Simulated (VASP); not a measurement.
Here is a VASP 6.6.1 calculation.

Contents of INCAR:

```
ALGO = Normal
EDIFF = 1E-7
EDIFFG = -0.008
ENCUT = 450
GGA_COMPAT = False
IBRION = 2
ISIF = 2
ISMEAR = 0
LASPH = True
LCHARG = False
LREAL = False
LWAVE = False
NELM = 120
NELMIN = 4
NSW = 60
PREC = Accurate
SIGMA = 0.02
```

The input KPOINTS:

```
k-points
0
Gamma
  12 12 2
```

File POSCAR:

```
Te2Mo
1.0
    3.4665480208      0.0000000000      0.0000000000
   -1.7332740104      3.0021186495      0.0000000000
    0.0000000000      0.0000000000     17.7826084972
Te Mo
2 1
Direct
    0.3333333333      0.6666666667      0.8975342416
    0.3333333333      0.6666666667      0.1024657584
    0.0000000000      0.0000000000      0.0000000000
```

Potentials or basis: VASP PAW LDA potentials, release 64 (Te, Mo_sv).

Run with:

```sh
$ cat potpaw_LDA.64/Te/POTCAR potpaw_LDA.64/Mo_sv/POTCAR > POTCAR
$ mpirun -np 1 vasp_std > vasp.out
```

(1) Estimate the energy gained by relaxing.

(2) Predict the band gap on the k mesh.

Answers

(1) 2.6 meV/atom.

(2) 1.25 eV.

Caveat: the cell differs from its parent crystal (strain along c alone, the other axes held: +1.5 %); there is no dipole correction, which matters where the two faces differ; spin-orbit coupling is left out, which moves the levels of the heavy elements.
